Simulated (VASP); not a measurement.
TaN: single point with PBEsol+U

TaN:

```
Ta N
1.0
     2.93800    0.00000    0.00000
    -1.46900    2.54438    0.00000
     0.00000    0.00000    2.88300
Ta N
1 1
Direct
  0.00000 0.00000 0.50000
  0.66667 0.33333 0.00000
```

```
Program                : VASP 6.6.1
Task                   : single point
Functional             : PBEsol
Potentials or basis    : VASP PAW PBE potentials, release 64 (Ta_sv_GW, N)
Cutoff                 : 700 eV
k mesh                 : 10 × 10 × 9
Occupations            : fermi-dirac, width 0.05 eV
Spin                   : no spin polarisation
Hubbard terms          : Ta d U = 5.0 eV
Dipole correction      : no
Further INCAR settings : ALGO = Normal; EDIFF = 1e-06; NBANDS = 16
```

```json
{
 "Pressure": "12.1 GPa",
 "Band gap on the k mesh": "zero (bands 9 and 10 overlap by 0.34 eV)"
}
```

Stress tensor (GPa, compression positive):
```
11.47  0.00  0.00
 0.00 11.47  0.00
 0.00  0.00 13.22
```

Levels at points of the mesh, in eV from the Fermi level:
| k point | band 5 | band 6 | band 7 | band 8 | band 9 | band 10 | band 11 | band 12 | band 13 | band 14 |
| --- | --- | --- | --- | --- | --- | --- | --- | --- | --- | --- |
| (0.00, 0.00, 0.00) | -18.35 | -4.90 | -4.90 | -4.58 | -3.49 | 1.45 | 3.35 | 3.35 | 4.40 | 4.40 |
| (0.50, 0.00, 0.00) | -15.94 | -8.94 | -5.43 | -3.77 | -3.71 | 3.36 | 3.81 | 5.13 | 5.30 | 6.54 |

Eigenvalues of the final occupation matrices:
| site | spin | trace | eigenvalues |
| --- | --- | --- | --- |
| site 1 d | 1 | 1.12 | 0.17 0.17 0.25 0.25 0.30 |
| site 1 d | 2 | 1.12 | 0.17 0.17 0.25 0.25 0.30 |

It took 21 s on 1 thread of Intel(R) Xeon(R) 6975P-C (Granite Rapids), on a shared host, peak memory 0.19 GiB.

Caveat: the cell stands under pressure; the PAW data sets were made with another functional, which shifts forces and pressure a little; spin-orbit coupling is left out, which moves the levels of the heavy elements; U without spin polarisation on a metal has little footing.
